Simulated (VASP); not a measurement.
Write the native input for VASP 6.6.1 that does the following.

```yaml
Task: single point
Functional: PBE
Potentials_or_basis: VASP PAW PBE potentials, release 64 (S, Sr_sv, Ni)
Cutoff: 600 eV
k_mesh: 9 × 9 × 9
Occupations: gaussian, width 0.0172 eV
Spin: no spin polarisation
Dipole_correction: no
Further_INCAR_settings: ALGO = Normal; EDIFF = 1e-06; NBANDS = 29
```

The structure of SrNi2S2 lies in POSCAR:

```
SrNi2S2
1.0
    0.0000000000      3.7075550000      0.0000000000
    3.7075550000      0.0000000000      0.0000000000
    1.8537780000      1.8537780000     -6.2733090000
S Sr Ni
2 1 2
Direct
    0.3600000000      0.3600000000      0.2800000000
    0.6400000000      0.6400000000      0.7200000000
    0.0000000000      0.0000000000      0.0000000000
    0.7500000000      0.2500000000      0.5000000000
    0.2500000000      0.7500000000      0.5000000000
```

The input as run:

INCAR

```
  ALGO = Normal
  EDIFF = 1E-6
  ENCUT = 600
  GGA = PE
  GGA_COMPAT = F
  ISIF = 2
  ISMEAR = 0
  LASPH = T
  LCHARG = F
  LREAL = F
  LWAVE = F
  NBANDS = 29
  NELM = 120
  PREC = Accurate
  SIGMA = 0.0172
```

KPOINTS

```
k-points
0
Gamma
  9 9 9
```

Potentials or basis: VASP PAW PBE potentials, release 64 (S, Sr_sv, Ni).

Launch:

```sh
$ cat potpaw_PBE.64/S/POTCAR potpaw_PBE.64/Sr_sv/POTCAR potpaw_PBE.64/Ni/POTCAR > POTCAR
$ mpirun -np 1 vasp_std > vasp.out
```

Results of the run:

```yaml
Pressure: -1.5 GPa
Largest_force: 0.276 eV/Å
Band_gap_on_the_k_mesh: zero (bands 21 and 22 overlap by 0.61 eV)
```

Caveat: the stress differs along the axes, from -7 to 1 GPa; the run has no spin polarisation, though such a crystal can be magnetic.

Run time: 7.5 min on 1 thread of Intel Xeon 8259CL, on a shared host, peak memory 0.37 GiB.
